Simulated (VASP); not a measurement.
# PbS (Fm-3m) in VASP: a series of runs

PbS is run at these levels: LDA; tasks: single point.

Program: VASP 6.6.1. These are calculated values, not measurements. Logs are shortened: lines on timing, memory, paths and dates and some standing lists are left out, and cuts for length are marked.

## Step 1: The cell of the first run

The structure is cubic, space group Fm-3m (No. 225). The conventional cell has a = 5.880 Å, b = 5.880 Å, c = 5.880 Å, α = 90.00°, β = 90.00°, γ = 90.00°. Pb (site symmetry m-3m) has 6 S at 2.94 Å within 3.9 Å. Within 3.9 Å of S (site symmetry m-3m) lie 6 Pb at 2.94 Å.

## Step 2: Single point, LDA (volume scaled by 0.975)

Contents of INCAR:

```
SYSTEM = PbS
PREC     = Accurate       ! precision mode
ENCUT    = 520            ! plane-wave cutoff, eV
EDIFF    = 1E-6           ! SCF threshold, eV
ISMEAR   = -1             ! smearing method
SIGMA    = 0.01           ! smearing width, eV
LREAL    = .FALSE.        ! projectors in reciprocal space
LASPH    = .TRUE.         ! aspherical terms in the spheres
NELM     = 100            ! most SCF steps
ALGO     = Normal         ! electronic algorithm
ISIF     = 2              ! what is computed and relaxed
LWAVE    = .FALSE.        ! write WAVECAR
LCHARG   = .FALSE.        ! write CHGCAR
GGA      = CA             ! functional
NBANDS   = 17             ! bands
```

Contents of KPOINTS:

```
regular mesh
0
G
  8 8 8
  0 0 0
```

Contents of POSCAR:

```
PbS
1.0
    0.0000000000      2.9400828556      2.9400828556
    2.9400828556      0.0000000000      2.9400828556
    2.9400828556      2.9400828556      0.0000000000
Pb S
1 1
Direct
    0.0000000000      0.0000000000      0.0000000000
    0.5000000000      0.5000000000      0.5000000000
```

Potentials or basis: VASP PAW LDA potentials, release 64 (Pb_d, S).

Run with:

```sh
> cat potpaw_LDA.64/Pb_d/POTCAR potpaw_LDA.64/S/POTCAR > POTCAR
> mpirun -np 1 vasp_std > vasp.out
```

OUTCAR:

```text
SYSTEM = PbS
   PREC = Accurate
   ENCUT = 520
   EDIFF = 1E-6
   ISMEAR = -1
   LREAL = .FALSE.
   LASPH = .TRUE.
   NELM = 100
   ISIF = 2
   GGA = CA

 ion  position               nearest neighbor table
   1  0.000  0.000  0.000-   2 2.94   2 2.94   2 2.94   2 2.94   2 2.94   2 2.94
   2  0.500  0.500  0.500-   1 2.94   1 2.94   1 2.94   1 2.94   1 2.94   1 2.94

  LATTYP: Found a face centered cubic cell.
 ALAT       =     5.8801657112

  Lattice vectors:

 A1 = (   0.0000000000,   2.9400828556,   2.9400828556)
 A2 = (   2.9400828556,   0.0000000000,   2.9400828556)
 A3 = (   2.9400828556,   2.9400828556,   0.0000000000)

Analysis of symmetry for initial positions (statically):
=====================================================================
 Subroutine PRICEL returns:
 Original cell was already a primitive cell.

 Routine SETGRP: Setting up the symmetry group for a
 face centered cubic supercell.

 Subroutine GETGRP returns: Found 48 space group operations
 (whereof 48 operations were pure point group operations)
 out of a pool of 48 trial point group operations.

The static configuration has the point symmetry O_h .

Analysis of symmetry for dynamics (positions and initial velocities):
=====================================================================
 Subroutine PRICEL returns:
 Original cell was already a primitive cell.

 Routine SETGRP: Setting up the symmetry group for a
 face centered cubic supercell.

 Subroutine GETGRP returns: Found 48 space group operations
 (whereof 48 operations were pure point group operations)
 out of a pool of 48 trial point group operations.

The dynamic configuration has the point symmetry O_h .

 Subroutine INISYM returns: Found 48 space group operations
 (whereof 48 operations are pure point group operations),
 and found     1 'primitive' translations

----------------------------------------------------------------------------------------

                                     Primitive cell

  volume of cell :      50.8287

  direct lattice vectors                    reciprocal lattice vectors
     0.000000000  2.940082856  2.940082856    -0.170063234  0.170063234  0.170063234
     2.940082856  0.000000000  2.940082856     0.170063234 -0.170063234  0.170063234
     2.940082856  2.940082856  0.000000000     0.170063234  0.170063234 -0.170063234

  length of vectors
     4.157905049  4.157905049  4.157905049     0.294558163  0.294558163  0.294558163

  position of ions in fractional coordinates (direct lattice)
     0.000000000  0.000000000  0.000000000
[... 77 lines left out ...]
   NELM   =    100;   NELMIN=  2; NELMDL= -5     # of ELM steps
   EDIFF  = 0.1E-05   stopping-criterion for ELM
   LREAL  =      F    real-space projection
   EDIFFG = 0.1E-04   stopping-criterion for IOM
   NSW    =      0    number of steps for IOM
   IBRION =     -1    ionic relax: 0-MD 1-quasi-New 2-CG
   NFREE  =      0    steps in history (QN), initial steepest desc. (CG)
   ISIF   =      2    stress and relaxation
   ISYM   =      2    0-nonsym 1-usesym 2-fastsym
   POTIM  = 0.5000    time-step for ionic-motion
   TEBEG  =    0.0;   TEEND  =   0.0 temperature during run
   PSTRESS=    0.0 pullay stress
   NELECT =      20.0000    total number of electrons
   NUPDOWN=      -1.0000    fix difference up-down
   EMIN   =  10.00;   EMAX   =-10.00  energy-range for DOS
   EFERMI =   0.00;   METHOD = LEGACY
   ISMEAR =    -1;   SIGMA  =   0.01  broadening in eV -4-tet -1-fermi 0-gaus
   EFERMI_NEDOS =   21; number of points for ismear=-14 and -15
   IALGO  =     38    algorithm
   IMIX   =      4    mixing-type and parameters
     AMIX     =   0.40;   BMIX     =  1.00
     AMIX_MAG =   1.60;   BMIX_MAG =  1.00
  volume/ion in A,a.u.               =      25.41       171.50
  Fermi-wavevector in a.u.,A,eV,Ry     =   1.199634  2.266979 19.580424  1.439121
  Thomas-Fermi vector in A             =   2.335491
   LORBIT       =      0    0 simple, 1 ext, 2 COOP (PROOUT), +10 PAW based schemes
   GGA     = CA    functional components
   LHFCALC =     F    Hartree Fock is set to
   AEXX    =    0.0000 exact exchange contribution
   IVDW    =     0    specifies the selected vdW correction
   LEPSILON=     F    determine dielectric tensor
   LRPA    =     F    only Hartree local field effects (RPA)
 non-spin polarized calculation
  energy-cutoff  :      520.00
  volume of cell :       50.83
 maximum number of plane-waves:      1384
   NGX = 15   NGY = 15   NGZ = 15

 number of electron      19.9999996 magnetization

 Free energy of the ion-electron system (eV)
  ---------------------------------------------------
  ext. energy  EPLUGINS =         0.00000000
  ---------------------------------------------------
  free energy    TOTEN  =        -9.99669109 eV

  energy without entropy =       -9.99668241  energy(sigma->0) =       -9.99668675

 E-fermi :   6.0340     XC(G=0): -10.1485

 val. band max:        5.9795615733   @ k =   0.5000   0.0000   0.0000
 cond. band min:       6.0884009417   @ k =   0.5000   0.0000   0.0000
 fundamental gap:      0.1088393684
 Fermi energy:         6.0339812633

 k-point     1 :       0.0000    0.0000    0.0000
  band No.  band energies     occupation
      1     -10.8760      2.00000
      2     -10.8760      2.00000
      3     -10.8760      2.00000
      4     -10.8678      2.00000
      5     -10.8678      2.00000
      6      -7.8641      2.00000
[... 457 lines left out ...]
      4     -10.8437      2.00000
      5     -10.8199      2.00000
      6      -6.2532      2.00000
[... 9 lines left out ...]
     16      16.8089      0.00000
     17      17.0361      0.00000

 [... further k-points ...]

------------------------ aborting loop because EDIFF is reached ----------------------------------------

  FORCE on cell =-STRESS in cart. coord.  units (eV):
  Direction    XX          YY          ZZ          XY          YZ          ZX
  --------------------------------------------------------------------------------------
  -------------------------------------------------------------------------------------
  Total       -0.3345288     -0.3345288     -0.3345288      0.0000000      0.0000000      0.0000000
  in kB      -10.5447282    -10.5447282    -10.5447282      0.0000000      0.0000000      0.0000000
  external PRESSURE =     -10.5447282 kB  Pullay stress =       0.0000000 kB

 VOLUME and BASIS-vectors are now :
 -----------------------------------------------------------------------------
  energy-cutoff  :      520.00
  volume of cell :       50.83
      direct lattice vectors                 reciprocal lattice vectors
     0.000000000  2.940082856  2.940082856    -0.170063234  0.170063234  0.170063234
     2.940082856  0.000000000  2.940082856     0.170063234 -0.170063234  0.170063234
     2.940082856  2.940082856  0.000000000     0.170063234  0.170063234 -0.170063234

 POSITION                                       TOTAL-FORCE (eV/Angst)
 -----------------------------------------------------------------------------------
      0.00000      0.00000      0.00000         0.000000     -0.000000     -0.000000
      2.94008      2.94008      2.94008        -0.000000      0.000000      0.000000
 -----------------------------------------------------------------------------------
    total drift:                                0.000000     -0.000000     -0.000000

  FREE ENERGIE OF THE ION-ELECTRON SYSTEM (eV)
  ---------------------------------------------------
  free  energy   TOTEN  =        -9.9966910894 eV

  energy  without entropy=       -9.9966824053  energy(sigma->0) =       -9.99668675
```

It took 17 s on 1 thread of Intel Xeon 6975P-C, shared host; peak memory 0.16 GiB.

Results:

```
Free energy            : -9.9967 eV
Pressure               : -1.1 GPa
Band gap on the k mesh : 0.11 eV, direct
```

Levels at points of the mesh, in eV from the valence-band top:
| k point | band 8 | band 9 | band 10 | band 11 | band 12 | band 13 |
| --- | --- | --- | --- | --- | --- | --- |
| (0.00, 0.00, 0.00) | -2.33 | -2.33 | -2.33 | 5.11 | 5.11 | 5.11 |
| (0.50, 0.00, 0.00) | -1.90 | -1.90 | 0.00 | 0.11 | 1.74 | 1.74 |
| (0.50, 0.50, 0.00) | -5.52 | -3.67 | -3.67 | 3.58 | 5.52 | 5.63 |

Caveat: spin-orbit coupling is left out, which moves the levels of the heavy elements.

## Step 3: Single point, LDA (volume scaled by 1.02)

Contents of INCAR:

```
PREC = Accurate
ENCUT = 520
EDIFF = 1E-6
ISMEAR = -1
SIGMA = 0.01
LREAL = False
LASPH = True
NELM = 60
ALGO = Normal
ISIF = 2
LWAVE = False
LCHARG = False
GGA = CA
NBANDS = 17
```

Contents of KPOINTS:

```
regular mesh
0
Gamma
  8 8 8
```

Contents of POSCAR:

```
PbS
1.0
    0.0000000000      2.9846363338      2.9846363338
    2.9846363338      0.0000000000      2.9846363338
    2.9846363338      2.9846363338      0.0000000000
Pb S
1 1
Direct
    0.0000000000      0.0000000000      0.0000000000
    0.5000000000      0.5000000000      0.5000000000
```

Potentials or basis: VASP PAW LDA potentials, release 64 (Pb_d, S).

Run with:

```sh
> cat potpaw_LDA.64/Pb_d/POTCAR potpaw_LDA.64/S/POTCAR > POTCAR
> mpirun -np 1 vasp_std > vasp.out
```

OUTCAR:

```text
PREC = Accurate
   ENCUT = 520
   EDIFF = 1E-6
   ISMEAR = -1
   LREAL = False
   LASPH = True
   NELM = 60
   ISIF = 2
   GGA = CA

 ion  position               nearest neighbor table
   1  0.000  0.000  0.000-   2 2.98   2 2.98   2 2.98   2 2.98   2 2.98   2 2.98
   2  0.500  0.500  0.500-   1 2.98   1 2.98   1 2.98   1 2.98   1 2.98   1 2.98

  LATTYP: Found a face centered cubic cell.
 ALAT       =     5.9692726676

  Lattice vectors:

 A1 = (   0.0000000000,   2.9846363338,   2.9846363338)
 A2 = (   2.9846363338,   0.0000000000,   2.9846363338)
 A3 = (   2.9846363338,   2.9846363338,   0.0000000000)

Analysis of symmetry for initial positions (statically):
=====================================================================
 Subroutine PRICEL returns:
 Original cell was already a primitive cell.

 Routine SETGRP: Setting up the symmetry group for a
 face centered cubic supercell.

 Subroutine GETGRP returns: Found 48 space group operations
 (whereof 48 operations were pure point group operations)
 out of a pool of 48 trial point group operations.

The static configuration has the point symmetry O_h .
[... 157 lines left out ...]

  energy without entropy =       -9.96356606  energy(sigma->0) =       -9.96356606

 E-fermi :   5.4639     XC(G=0):  -9.9424

 val. band max:        5.3273594766   @ k =   0.5000   0.0000   0.0000
 cond. band min:       5.6004544279   @ k =   0.5000   0.0000   0.0000
 fundamental gap:      0.2730949513
 Fermi energy:         5.4639009565

 k-point     1 :       0.0000    0.0000    0.0000
  band No.  band energies     occupation
      1     -11.3975      2.00000
      2     -11.3975      2.00000
      3     -11.3975      2.00000
      4     -11.3879      2.00000
      5     -11.3879      2.00000
      6      -8.0543      2.00000
[... 457 lines left out ...]
      4     -11.3698      2.00000
      5     -11.3501      2.00000
      6      -6.5957      2.00000
[... 9 lines left out ...]
     16      16.2157      0.00000
     17      16.3723      0.00000

 [... further k-points ...]

------------------------ aborting loop because EDIFF is reached ----------------------------------------

  FORCE on cell =-STRESS in cart. coord.  units (eV):
  Direction    XX          YY          ZZ          XY          YZ          ZX
  --------------------------------------------------------------------------------------
  -------------------------------------------------------------------------------------
  Total       -1.1722711     -1.1722711     -1.1722711     -0.0000000      0.0000000     -0.0000000
  in kB      -35.3211141    -35.3211141    -35.3211141     -0.0000000      0.0000000     -0.0000000
  external PRESSURE =     -35.3211141 kB  Pullay stress =       0.0000000 kB

 VOLUME and BASIS-vectors are now :
 -----------------------------------------------------------------------------
  energy-cutoff  :      520.00
  volume of cell :       53.17
      direct lattice vectors                 reciprocal lattice vectors
     0.000000000  2.984636334  2.984636334    -0.167524597  0.167524597  0.167524597
     2.984636334  0.000000000  2.984636334     0.167524597 -0.167524597  0.167524597
     2.984636334  2.984636334  0.000000000     0.167524597  0.167524597 -0.167524597

 POSITION                                       TOTAL-FORCE (eV/Angst)
 -----------------------------------------------------------------------------------
      0.00000      0.00000      0.00000         0.000000      0.000000     -0.000000
      2.98464      2.98464      2.98464         0.000000     -0.000000      0.000000
 -----------------------------------------------------------------------------------
    total drift:                                0.000000     -0.000000     -0.000000

  FREE ENERGIE OF THE ION-ELECTRON SYSTEM (eV)
  ---------------------------------------------------
  free  energy   TOTEN  =        -9.9635660641 eV

  energy  without entropy=       -9.9635660588  energy(sigma->0) =       -9.96356606
```

Wall time 17 s (1 thread of Intel Xeon 6975P-C, shared host); peak memory 0.16 GiB.

What came out:

| Property | Result |
| --- | --- |
| Free energy | -9.9636 eV |
| Pressure | -3.5 GPa |
| Band gap on the k mesh | 0.27 eV, direct |

Levels at points of the mesh, in eV from the valence-band top:
```tsv
k point	band 7	band 8	band 9	band 10	band 11	band 12	band 13	band 14
(0.00, 0.00, 0.00)	-6.10	-2.05	-2.05	-2.05	5.03	5.03	5.03	6.71
(0.50, 0.00, 0.00)	-8.80	-1.66	-1.66	0.00	0.27	1.89	1.89	8.47
(0.50, 0.50, 0.00)	-7.23	-5.08	-3.32	-3.32	3.83	5.42	5.51	5.51
```

Caveat: spin-orbit coupling is left out, which moves the levels of the heavy elements. A k mesh can miss the band edges.

## Step 4: Single point, LDA (volume scaled by 1.01)

Contents of INCAR:

```
PREC = Accurate
ENCUT = 520
EDIFF = 1E-6
ISMEAR = -1
SIGMA = 0.01
LREAL = F
LASPH = T
NELM = 80
ALGO = Normal
ISIF = 2
LWAVE = F
LCHARG = F
GGA = CA
NBANDS = 17
```

Contents of KPOINTS:

```
Automatic mesh
0
Gamma
  8 8 8
```

Contents of POSCAR:

```
PbS
1.0
    0.0000000000      2.9748505707      2.9748505707
    2.9748505707      0.0000000000      2.9748505707
    2.9748505707      2.9748505707      0.0000000000
Pb S
1 1
Direct
    0.0000000000      0.0000000000      0.0000000000
    0.5000000000      0.5000000000      0.5000000000
```

Run with:

```sh
> cat potpaw_LDA.64/Pb_d/POTCAR potpaw_LDA.64/S/POTCAR > POTCAR
> mpirun -np 1 vasp_std > vasp.out
```

Run time: 17 s. Hardware: 1 thread of Intel Xeon 6975P-C, shared host; peak memory 0.16 GiB.

It converged, with:

| Property | Result |
| --- | --- |
| Free energy | -9.9740 eV |
| Pressure | -3.0 GPa |
| Band gap on the k mesh | 0.24 eV, direct |

Levels at points of the mesh, in eV from the valence-band top:
```csv
k point,band 8,band 9,band 10,band 11,band 12,band 13
"(0.00, 0.00, 0.00)",-2.11,-2.11,-2.11,5.05,5.05,5.05
"(0.50, 0.00, 0.00)",-1.71,-1.71,0.00,0.24,1.86,1.86
"(0.50, 0.50, 0.00)",-5.17,-3.39,-3.39,3.77,5.44,5.53
```

Caveat: spin-orbit coupling is left out, which moves the levels of the heavy elements. A k mesh can miss the band edges.

## Step 5: Summary

| cell | gap on the mesh (eV) | pressure (GPa) |
| --- | --- | --- |
| a = 4.158 Å, angles 60.0°, 2 atoms | 0.11 | -1.1 |
| a = 4.221 Å, angles 60.0°, 2 atoms | 0.27 | -3.5 |
| a = 4.207 Å, angles 60.0°, 2 atoms | 0.24 | -3.0 |

Alike in all rows: task single point; level LDA; potentials or basis VASP PAW LDA potentials, release 64 (Pb_d, S); no spin polarisation; k mesh 8 × 8 × 8; cutoff (eV) 520; smearing fermi-dirac 0.01 eV.

Caveats: spin-orbit coupling is left out, which moves the levels of the heavy elements.

Total energies depend on the potentials used, so only differences within one code and one set of settings carry meaning.
